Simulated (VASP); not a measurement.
Set up this calculation in VASP 6.6.1, as the native input.

| Item | Value |
| --- | --- |
| Task | single point |
| Functional | PBEsol |
| Potentials or basis | VASP PAW PBE potentials, release 64 (Ta_pv, N) |
| Cutoff | 520 eV |
| k mesh | 15 × 15 × 8 |
| Occupations | gaussian, width 0.1 eV |
| Spin | no spin polarisation |
| Dipole correction | no |
| Further INCAR settings | ALGO = Normal; EDIFF = 1e-06; NBANDS = 24 |

The structure of TaN lies in POSCAR:

```
TaN
1.0
    2.9798510654      0.0000000000      0.0000000000
   -1.4899255328      2.5806267222      0.0000000000
    0.0000000000      0.0000000000      4.9745800000
Ta N
2 2
Direct
    0.3333333333      0.6666666667     -0.0060728745
    0.6666666667      0.3333333333      0.4939271255
    0.3333333333      0.6666666667      0.3910728745
    0.6666666667      0.3333333333      0.8910728745
```

This cell differs from its parent crystal: functional PBEsol, strained.

The input as run:

INCAR

```
SYSTEM = TaN
PREC     = Accurate       ! precision mode
ENCUT    = 520            ! plane-wave cutoff, eV
EDIFF    = 1E-6           ! SCF threshold, eV
ISMEAR   = 0              ! smearing method
SIGMA    = 0.1            ! smearing width, eV
LREAL    = .FALSE.        ! projectors in reciprocal space
LASPH    = .TRUE.         ! aspherical terms in the spheres
NELM     = 60             ! most SCF steps
ALGO     = Normal         ! electronic algorithm
ISIF     = 2              ! what is computed and relaxed
LWAVE    = .FALSE.        ! write WAVECAR
LCHARG   = .FALSE.        ! write CHGCAR
GGA      = PS             ! functional
NBANDS   = 24             ! bands
```

KPOINTS

```
regular mesh
0
G
  15 15 8
  0 0 0
```

Potentials or basis: VASP PAW PBE potentials, release 64 (Ta_pv, N).

The run is started by

```sh
$ cat potpaw_PBE.64/Ta_pv/POTCAR potpaw_PBE.64/N/POTCAR > POTCAR
$ mpirun -np 1 vasp_std > vasp.out
```

Results of the run:

The pressure is 166.5 GPa and the largest force is 5.075 eV/Å. The band gap on the k mesh is zero (band 16 reaches 11.38 eV, above the bottom of band 17 at 8.35 eV).

Caveat: the cell differs from its parent crystal (functional PBEsol, strained); the PAW data sets were made with another functional, which shifts forces and pressure a little; spin-orbit coupling is left out, which moves the levels of the heavy elements.

Wall time 2.2 min on 1 thread of Intel Xeon 6975P-C, with other jobs on the host, peak memory 0.24 GiB.
